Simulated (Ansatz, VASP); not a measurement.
**Two plane-wave programs on As**

```
As
1.0
     2.70550    0.00000    0.00000
     0.00000    2.70550    0.00000
     0.00000    0.00000    2.70550
As
1
Direct
  0.00000 0.00000 0.00000
```

Alike in both runs: task relaxation of cell and atoms; functional r2SCAN; k mesh 16 × 16 × 16; occupations gaussian, width 0.1 eV; no spin polarisation.

```csv
,VASP,Ansatz
version,VASP 6.6.1,Ansatz 0.2.0
potentials or method,"VASP PAW PBE potentials, release 64 (As), cutoff 600 eV","scalar-relativistic, plane waves, PAW"
valence electrons in the cell,5,15
```

```tsv
	VASP	Ansatz	Ansatz less VASP
gap on the k mesh at the Fermi level, each at its own relaxed structure (eV)	none	none	-
relaxed volume (Å³/atom)	19.77	19.80	+0.034
relaxed cell length with the largest relative difference (Å)	2.704	2.705	+0.0016
```

VASP's potentials were made for PBE, not for r2SCAN. A gap of «none» marks a metal or a gap that the smearing closes. VASP's potentials hold 5 valence electrons a cell and Ansatz's 15, so a difference there can come from the potentials and not from the codes.
